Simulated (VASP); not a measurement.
A run of VASP 6.6.1:

Contents of INCAR:

```
SYSTEM = InPd
PREC = Accurate ; ENCUT = 600
EDIFF = 1E-6 ; ISMEAR = -1
SIGMA = 0.05 ; LREAL = .False.
LASPH = .True. ; NELM = 80
ALGO = Normal ; ISIF = 3
LWAVE = .False. ; LCHARG = .False.
GGA = PS ; IBRION = 2
NSW = 60 ; EDIFFG = -0.01
```

Contents of KPOINTS:

```
Automatic mesh
0
Gamma
  8 8 8
  0 0 0
```

Contents of POSCAR:

```
InPd
1.0
    3.2718847800      0.0000000000      0.0000000000
    0.0000000000      3.2718847800      0.0000000000
    0.0000000000      0.0000000000      3.2718847800
In Pd
1 1
Direct
    0.0000000000      0.0000000000      0.0000000000
    0.5000000000      0.5000000000      0.5000000000
```

Potentials or basis: VASP PAW PBE potentials, release 64 (In_d, Pd).

Run with:

```sh
$ cat potpaw_PBE.64/In_d/POTCAR potpaw_PBE.64/Pd/POTCAR > POTCAR
$ mpirun -np 1 vasp_std > vasp.out
```

Hardware: 1 thread of Intel(R) Xeon(R) Platinum 8259CL CPU @ 2.50GHz (Skylake/Cascade Lake) (shared host).

**Question.** Estimate the wall time of this run.

**Answer.** It took 86 s on 1 thread of Intel(R) Xeon(R) Platinum 8259CL CPU @ 2.50GHz (Skylake/Cascade Lake), on a shared host, peak memory 0.18 GiB. Counts: scf iterations 26, k points 35, ion steps 3.
